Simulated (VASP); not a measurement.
# Cu (I4/mmm) in VASP: settings compared

Aim: see how the results for Cu move with the level of theory and the settings. Levels: PBE, r2SCAN. Tasks: single point, relaxation of cell and atoms.

Everything below comes from runs of VASP 6.6.1. Logs are shortened: lines on timing, memory, paths and dates and some standing lists are left out, and cuts for length are marked.

**1. The cell of the first run**

The structure is tetragonal, space group I4/mmm (No. 139). The conventional cell has a = 2.886 Å, b = 2.886 Å, c = 2.752 Å, α = 90.00°, β = 90.00°, γ = 90.00°. Cu (site symmetry 4/mmm) has 14 Cu at 2.46 to 2.89 Å within 3.2 Å.

**2. Single point, PBE**

File INCAR:

```
PREC = Accurate
ENCUT = 820
EDIFF = 1E-6
ISMEAR = 0
SIGMA = 0.01
LREAL = False
LASPH = True
NELM = 120
ALGO = Normal
ISIF = 2
LWAVE = False
LCHARG = False
GGA = PE
NBANDS = 16
GGA_COMPAT = False
```

File KPOINTS:

```
Automatic mesh
0
Gamma
  10 10 10
```

File POSCAR:

```
Cu
1.0
   -1.4427933200      1.4427933200      1.3760814500
    1.4427933200     -1.4427933200      1.3760814500
    1.4427933200      1.4427933200     -1.3760814500
Cu
1
Direct
    0.0000000000      0.0000000000      0.0000000000
```

Potentials or basis: VASP PAW PBE potentials, release 64 (Cu_sv_GW).

Started as:

```bash
> cat potpaw_PBE.64/Cu_sv_GW/POTCAR > POTCAR
> mpirun -np 1 vasp_std > vasp.out
```

OUTCAR:

```text
PREC = Accurate
   ENCUT = 820
   EDIFF = 1E-6
   ISMEAR = 0
   LREAL = False
   LASPH = True
   NELM = 120
   ISIF = 2
   GGA = PE

 ion  position               nearest neighbor table
   1  0.000  0.000  0.000-

  LATTYP: Found a body centered tetragonal cell.
 ALAT       =     2.8855866400
 C/A-ratio  =     0.9537620052

  Lattice vectors:

 A1 = (  -1.4427933200,   1.4427933200,   1.3760814500)
 A2 = (   1.4427933200,  -1.4427933200,   1.3760814500)
 A3 = (   1.4427933200,   1.4427933200,  -1.3760814500)

Analysis of symmetry for initial positions (statically):
=====================================================================
 Subroutine PRICEL returns:
 Original cell was already a primitive cell.

 Routine SETGRP: Setting up the symmetry group for a
 body centered tetragonal supercell.

 Subroutine GETGRP returns: Found 16 space group operations
 (whereof 16 operations were pure point group operations)
 out of a pool of 16 trial point group operations.

The static configuration has the point symmetry D_4h.

Analysis of symmetry for dynamics (positions and initial velocities):
=====================================================================
 Subroutine PRICEL returns:
 Original cell was already a primitive cell.

 Routine SETGRP: Setting up the symmetry group for a
 body centered tetragonal supercell.

 Subroutine GETGRP returns: Found 16 space group operations
 (whereof 16 operations were pure point group operations)
 out of a pool of 16 trial point group operations.

The dynamic configuration has the point symmetry D_4h.

 Subroutine INISYM returns: Found 16 space group operations
 (whereof 16 operations are pure point group operations),
 and found     1 'primitive' translations

----------------------------------------------------------------------------------------

                                     Primitive cell

  volume of cell :      11.4581

  direct lattice vectors                    reciprocal lattice vectors
    -1.442793320  1.442793320  1.376081450     0.000000000  0.346549983  0.363350585
     1.442793320 -1.442793320  1.376081450     0.346549983  0.000000000  0.363350585
     1.442793320  1.442793320 -1.376081450     0.346549983  0.346549983  0.000000000

  length of vectors
     2.461078074  2.461078074  2.461078074     0.502116060  0.502116060  0.490095685

  position of ions in fractional coordinates (direct lattice)
     0.000000000  0.000000000  0.000000000

  ion indices of the primitive-cell ions
   primitive index   ion index
                 1           1

----------------------------------------------------------------------------------------

 KPOINTS: Automatic mesh

Automatic generation of k-mesh.
 Grid dimensions read from file:
 generate k-points for:   10   10   10

 Generating k-lattice:

  Cartesian coordinates                     Fractional coordinates (reciprocal lattice)
     0.000000000  0.034654998  0.036335059     0.100000000 -0.000000000  0.000000000
     0.034654998  0.000000000  0.036335059    -0.000000000  0.100000000  0.000000000
     0.034654998  0.034654998  0.000000000     0.000000000  0.000000000  0.100000000

  Length of vectors
     0.050211606  0.050211606  0.049009569

  Shift w.r.t. Gamma in fractional coordinates (k-lattice)
     0.000000000  0.000000000  0.000000000

 Subroutine IBZKPT returns following result:
 ===========================================

 Found    102 irreducible k-points:

 Following reciprocal coordinates:
            Coordinates               Weight
  0.000000  0.000000  0.000000      1.000000
  0.100000 -0.000000  0.000000      8.000000
  0.200000 -0.000000  0.000000      8.000000
  0.300000 -0.000000  0.000000      8.000000
  0.400000 -0.000000  0.000000      8.000000
  0.500000 -0.000000  0.000000      4.000000
[... 16 lines left out ...]
  0.300000  0.300000  0.000000      8.000000
  0.400000  0.300000  0.000000     16.000000
 [... further k-points ...]
   k-points           NKPTS =    102   k-points in BZ     NKDIM =    102   number of bands    NBANDS=     16
   number of dos      NEDOS =    301   number of ions     NIONS =      1
   total plane-waves  NPLWV =  13824
   dimension x,y,z NGX =    24 NGY =   24 NGZ =   24
   dimension x,y,z NGXF=    48 NGYF=   48 NGZF=   48
   ions per type =               1
   NGX,Y,Z   is equivalent  to a cutoff of  16.21, 16.21, 16.21 a.u.
   NGXF,Y,Z  is equivalent  to a cutoff of  32.42, 32.42, 32.42 a.u.
 SYSTEM =  unknown system
   PREC   = accura    normal or accurate (medium, high low for compatibility)
   ISTART =      0    job   : 0-new  1-cont  2-samecut
   ICHARG =      2    charge: 1-file 2-atom 10-const
   ISPIN  =      1    spin polarized calculation?
   LNONCOLLINEAR =      F non collinear calculations
   LSORBIT =      F    spin-orbit coupling
   LASPH  =      T    aspherical Exc in radial PAW
   ENCUT  =  820.0 eV  60.27 Ry    7.76 a.u.   5.75  5.75  5.75*2*pi/ulx,y,z
   NELM   =    120;   NELMIN=  2; NELMDL= -5     # of ELM steps
   EDIFF  = 0.1E-05   stopping-criterion for ELM
   LREAL  =      F    real-space projection
   EDIFFG = 0.1E-04   stopping-criterion for IOM
   NSW    =      0    number of steps for IOM
   IBRION =     -1    ionic relax: 0-MD 1-quasi-New 2-CG
   NFREE  =      0    steps in history (QN), initial steepest desc. (CG)
   ISIF   =      2    stress and relaxation
   ISYM   =      2    0-nonsym 1-usesym 2-fastsym
   POTIM  = 0.5000    time-step for ionic-motion
   TEBEG  =    0.0;   TEEND  =   0.0 temperature during run
   PSTRESS=    0.0 pullay stress
   NELECT =      19.0000    total number of electrons
   NUPDOWN=      -1.0000    fix difference up-down
   EMIN   =  10.00;   EMAX   =-10.00  energy-range for DOS
   EFERMI =   0.00;   METHOD = LEGACY
   ISMEAR =     0;   SIGMA  =   0.01  broadening in eV -4-tet -1-fermi 0-gaus
   EFERMI_NEDOS =   21; number of points for ismear=-14 and -15
   IALGO  =     38    algorithm
   IMIX   =      4    mixing-type and parameters
     AMIX     =   0.40;   BMIX     =  1.00
     AMIX_MAG =   1.60;   BMIX_MAG =  1.00
  volume/ion in A,a.u.               =      11.46        77.32
  Fermi-wavevector in a.u.,A,eV,Ry     =   1.937709  3.661739 51.086019  3.754716
  Thomas-Fermi vector in A             =   2.968234
   LORBIT       =      0    0 simple, 1 ext, 2 COOP (PROOUT), +10 PAW based schemes
   GGA     = PE    functional components
   LHFCALC =     F    Hartree Fock is set to
   AEXX    =    0.0000 exact exchange contribution
   IVDW    =     0    specifies the selected vdW correction
   LEPSILON=     F    determine dielectric tensor
   LRPA    =     F    only Hartree local field effects (RPA)
 non-spin polarized calculation
 Gauss-broadening in eV      SIGMA  =   0.01
  energy-cutoff  :      820.00
  volume of cell :       11.46
 maximum number of plane-waves:       630
   NGX = 11   NGY = 11   NGZ = 11

 number of electron      19.0000004 magnetization

 Free energy of the ion-electron system (eV)
  ---------------------------------------------------
  ext. energy  EPLUGINS =         0.00000000
  ---------------------------------------------------
  free energy    TOTEN  =        -3.72643505 eV

  energy without entropy =       -3.72635630  energy(sigma->0) =       -3.72639568

 E-fermi :   7.9776     XC(G=0): -13.5589

 val. band max:        7.9693015716   @ k =   0.4000   0.1000   0.0000
 cond. band min:       7.9964608235   @ k =   0.5000   0.2000   0.1000
 fundamental gap:      0.0271592519
 Fermi energy:         7.9776303745

 k-point     1 :       0.0000    0.0000    0.0000
  band No.  band energies     occupation
      1    -104.7316      2.00000
      2     -62.0374      2.00000
      3     -62.0329      2.00000
      4     -62.0329      2.00000
      5      -1.6756      2.00000
      6       4.6417      2.00000
[... 8 lines left out ...]
     15      36.8472      0.00000
     16      36.8476      0.00000

 k-point     2 :       0.1000   -0.0000    0.0000
  band No.  band energies     occupation
      1    -104.7298      2.00000
      2     -62.0473      2.00000
      3     -62.0373      2.00000
      4     -62.0348      2.00000
      5      -1.2768      2.00000
      6       4.6313      2.00000
[... 8 lines left out ...]
     15      34.8294      0.00000
     16      36.0122      0.00000

 k-point     3 :       0.2000   -0.0000    0.0000
  band No.  band energies     occupation
      1    -104.7252      2.00000
      2     -62.0781      2.00000
      3     -62.0488      2.00000
      4     -62.0351      2.00000
      5      -0.1350      2.00000
      6       4.4507      2.00000
[... 8 lines left out ...]
     15      33.4457      0.00000
     16      37.1729      0.00000

 k-point     4 :       0.3000   -0.0000    0.0000
  band No.  band energies     occupation
      1    -104.7195      2.00000
      2     -62.1163      2.00000
      3     -62.0631      2.00000
      4     -62.0354      2.00000
      5       1.4661      2.00000
      6       4.2067      2.00000
[... 8 lines left out ...]
     15      32.7067      0.00000
     16      39.2949      0.00000
[... 324 lines left out ...]
 k-point    22 :      -0.2000    0.2000    0.0000
  band No.  band energies     occupation
      1    -104.7255      2.00000
      2     -62.0760      2.00000
      3     -62.0513      2.00000
      4     -62.0317      2.00000
      5      -0.2074      2.00000
      6       4.6055      2.00000
[... 8 lines left out ...]
     15      34.0296      0.00000
     16      35.6832      0.00000

 k-point    23 :       0.3000    0.3000    0.0000
  band No.  band energies     occupation
      1    -104.7114      2.00000
      2     -62.1331      2.00000
      3     -62.1059      2.00000
      4     -62.0509      2.00000
      5       3.6456      2.00000
      6       4.0602      2.00000
[... 8 lines left out ...]
     15      36.2978      0.00000
     16      42.8609      0.00000

 k-point    24 :       0.4000    0.3000    0.0000
  band No.  band energies     occupation
      1    -104.7116      2.00000
      2     -62.1306      2.00000
      3     -62.1082      2.00000
      4     -62.0489      2.00000
      5       3.6823      2.00000
      6       4.1112      2.00000
[... 8 lines left out ...]
     15      36.7318      0.00000
     16      41.3108      0.00000

 [... further k-points ...]

------------------------ aborting loop because EDIFF is reached ----------------------------------------

  FORCE on cell =-STRESS in cart. coord.  units (eV):
  Direction    XX          YY          ZZ          XY          YZ          ZX
  --------------------------------------------------------------------------------------
  -------------------------------------------------------------------------------------
  Total        0.4629636      0.4629636      0.4207524      0.0000000      0.0000000     -0.0000000
  in kB       64.7358741     64.7358741     58.8335213      0.0000000      0.0000000     -0.0000000
  external PRESSURE =      62.7684232 kB  Pullay stress =       0.0000000 kB

 VOLUME and BASIS-vectors are now :
 -----------------------------------------------------------------------------
  energy-cutoff  :      820.00
  volume of cell :       11.46
      direct lattice vectors                 reciprocal lattice vectors
    -1.442793320  1.442793320  1.376081450     0.000000000  0.346549983  0.363350585
     1.442793320 -1.442793320  1.376081450     0.346549983  0.000000000  0.363350585
     1.442793320  1.442793320 -1.376081450     0.346549983  0.346549983  0.000000000

 POSITION                                       TOTAL-FORCE (eV/Angst)
 -----------------------------------------------------------------------------------
      0.00000      0.00000      0.00000         0.000000      0.000000      0.000000
 -----------------------------------------------------------------------------------
    total drift:                                0.000000     -0.000000     -0.000000

  FREE ENERGIE OF THE ION-ELECTRON SYSTEM (eV)
  ---------------------------------------------------
  free  energy   TOTEN  =        -3.7264350472 eV

  energy  without entropy=       -3.7263563041  energy(sigma->0) =       -3.72639568
```

Wall time 61 s (1 thread of AMD EPYC, shared host); peak memory 0.15 GiB.

What came out:

```yaml
Free_energy: -3.7264 eV
Pressure: 6.3 GPa
Band_gap_on_the_k_mesh: zero (an odd number of electrons rules out a gap without spin polarisation)
```

Levels at points of the mesh, in eV from the Fermi level:
| k point | band 8 | band 9 | band 10 | band 11 | band 12 | band 13 |
| --- | --- | --- | --- | --- | --- | --- |
| (0.00, 0.00, 0.00) | -3.14 | -2.26 | -2.05 | 24.87 | 24.87 | 26.12 |
| (0.50, 0.00, 0.00) | -1.94 | -1.36 | -0.60 | 4.67 | 17.31 | 17.42 |
| (0.50, 0.50, 0.00) | -2.08 | -1.39 | -0.97 | 4.14 | 18.56 | 18.85 |
| (0.50, 0.50, 0.50) | -1.56 | -1.51 | 7.67 | 7.67 | 9.52 | 13.34 |

Caveat: the cell stands under pressure.

**3. Relaxation of cell and atoms, r2SCAN**

POSCAR is that of step 2.

File INCAR.step1:

```
SYSTEM = Cu
PREC     = Accurate       ! precision mode
ENCUT    = 600            ! plane-wave cutoff, eV
ISMEAR   = 0              ! smearing method
SIGMA    = 0.1            ! smearing width, eV
LREAL    = .FALSE.        ! projectors in reciprocal space
LASPH    = .TRUE.         ! aspherical terms in the spheres
NELM     = 80             ! most SCF steps
GGA      = PE             ! functional
ALGO     = Normal         ! electronic algorithm
EDIFF    = 1E-4           ! SCF threshold, eV
LWAVE    = .TRUE.         ! write WAVECAR
LCHARG   = .FALSE.        ! write CHGCAR
```

File INCAR.step2:

```
SYSTEM = Cu
PREC     = Accurate       ! precision mode
ENCUT    = 600            ! plane-wave cutoff, eV
EDIFF    = 1E-7           ! SCF threshold, eV
ISMEAR   = 0              ! smearing method
SIGMA    = 0.1            ! smearing width, eV
LREAL    = .FALSE.        ! projectors in reciprocal space
LASPH    = .TRUE.         ! aspherical terms in the spheres
NELM     = 80             ! most SCF steps
ALGO     = Normal         ! electronic algorithm
ISIF     = 3              ! what is computed and relaxed
LWAVE    = .FALSE.        ! write WAVECAR
LCHARG   = .FALSE.        ! write CHGCAR
METAGGA  = R2SCAN         ! meta-GGA
LMIXTAU  = .TRUE.       
IBRION   = 2              ! ionic algorithm
NSW      = 80             ! ionic steps
EDIFFG   = -0.01          ! ionic threshold
ISTART   = 1
```

File KPOINTS:

```
Automatic mesh
0
G
  20 20 20
  0 0 0
```

Potentials or basis: VASP PAW PBE potentials, release 64 (Cu).

Started as:

```bash
> cat potpaw_PBE.64/Cu/POTCAR > POTCAR
> cp INCAR.step1 INCAR
> mpirun -np 1 vasp_std > vasp.out
> cp INCAR.step2 INCAR
> mpirun -np 1 vasp_std > vasp.out
```

Wall time 28 min (1 thread of Oxide Virtual Turin-like, shared host); peak memory 0.18 GiB.

It converged, with:

```yaml
Free_energy: -10.7903 eV
Relaxed_volume: 11.53 Å³/atom
Relaxed_cell: a = 2.467 Å, b = 2.467 Å, c = 2.467 Å, α = 108.11°, β = 108.11°, γ = 112.22°
Space_group_after_relaxing_to_0.1_Å: I4/mmm (No. 139)
Energy_gained_by_relaxing: 0.3 meV/atom
Ionic_steps: 6
Pressure_after_relaxing: 0.0 GPa
Band_gap_on_the_k_mesh: zero (an odd number of electrons rules out a gap without spin polarisation)
```

Stress tensor (GPa, compression positive):
```
 0.06  0.00  0.00
 0.00  0.06  0.00
 0.00  0.00 -0.10
```

Step by step:
| step | energy change (eV) | largest force (eV/Å) | pressure (GPa) | volume (Å³) |
| --- | --- | --- | --- | --- |
| 1 | 0.0000 | 0.0000 | 0.97 | 11.46 |
| 2 | -0.0002 | 0.0000 | -0.59 | 11.57 |
| 3 | -0.0003 | 0.0000 | -0.09 | 11.54 |
| 4 | -0.0003 | 0.0000 | -0.02 | 11.53 |
| 5 | -0.0003 | 0.0000 | -0.01 | 11.53 |
| 6 | -0.0003 | 0.0000 | 0.01 | 11.53 |

Final structure:
```yaml
crystal:
  lattice:
    - [-1.44782, 1.44782, 1.37530]
    - [1.44782, -1.44782, 1.37530]
    - [1.44782, 1.44782, -1.37530]
  atoms:
    - { symbol: Cu, position: [0.00000, 0.00000, 0.00000] }
```

Levels at points of the mesh, in eV from the Fermi level:
```
           k point  band 2  band 3  band 4  band 5  band 6  band 7  band 8  band 9
(0.00, 0.00, 0.00)   -3.42   -3.21   -3.21   -2.37   -2.15   25.73   25.73   27.18
(0.50, 0.00, 0.00)   -4.13   -2.27   -2.03   -1.45   -0.52    4.93   18.04   18.29
(0.50, 0.50, 0.00)   -3.86   -2.43   -2.19   -1.49   -0.94    4.34   19.42   19.89
(0.50, 0.50, 0.50)   -4.93   -1.66   -1.66   -1.60    8.10    8.10   10.19   13.63
```

Caveat: the PAW data sets were made with another functional, which shifts forces and pressure a little.

The gap in the log of VASP goes by the Fermi energy; the results here count the filled bands.